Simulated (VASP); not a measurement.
FeS2, 6 atoms in the cell. It takes space group Pnnm (No. 58, orthorhombic). The conventional cell has a = 4.439 Å, b = 5.410 Å, c = 3.389 Å, α = 90.00°, β = 90.00°, γ = 90.00°. Within 2.9 Å of Fe (site symmetry 2/m) lie 6 S at 2.23 to 2.24 Å. Within 2.9 Å of S (site symmetry m) lie 3 Fe at 2.23 to 2.24 Å and 1 S at 2.28 Å. 

| Property | Result |
| --- | --- |
| Program | VASP 6.6.1 |
| Task | single point |
| Functional | PBE |
| Potentials or basis | VASP PAW PBE potentials, release 64 (Fe, S) |
| Cutoff | 600 eV |
| k mesh | 6 × 6 × 8 |
| Occupations | gaussian, width 0.02 eV |
| Spin | no spin polarisation |
| Dipole correction | no |
| Further INCAR settings | ALGO = Normal; EDIFF = 1e-06; NBANDS = 29 |

Potentials or basis: VASP PAW PBE potentials, release 64 (Fe, S).

Command:

```sh
$ cat potpaw_PBE.64/Fe/POTCAR potpaw_PBE.64/S/POTCAR > POTCAR
$ mpirun -np 1 vasp_std > vasp.out
```

Hardware: 1 thread of AMD EPYC 9R45 (Zen 5) (shared host).

Estimate the wall time of this run.

Wall time 3.9 min on 1 thread of AMD EPYC 9R45 (Zen 5) (shared host), peak memory 0.3 GiB. Counts: scf iterations 15, k points 80.
